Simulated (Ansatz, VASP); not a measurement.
# NaH: VASP beside Ansatz

```xyz
2
Lattice="0.0000 2.4236 2.4236 2.4236 0.0000 2.4236 2.4236 2.4236 0.0000" Properties=species:S:1:pos:R:3 pbc="T T T"
Na    0.0000    0.0000    0.0000
H     2.4236    2.4236    2.4236
```

Change from the starting cell: volume scaled by 0.98.

Alike in both runs: task single point; functional PBEsol; k mesh 9 × 9 × 9; occupations fermi-dirac, width 0.03 eV; no spin polarisation.

```csv
,VASP,Ansatz
version,VASP 6.6.1,Ansatz 0.2.0
potentials or method,"VASP PAW PBE potentials, release 64 (Na_pv, H), cutoff 520 eV","all-electron LAPW, scalar-relativistic"
```

|  | VASP | Ansatz | Ansatz less VASP |
| --- | --- | --- | --- |
| gap on the k mesh at the Fermi level (eV) | 3.86 | 3.86 | +0.002 |
| pressure (GPa) | -0.8 | -0.8 | +0.01 |

VASP's potentials were made for PBE, not for PBEsol. Ansatz ran all-electron here, and VASP with PAW potentials.
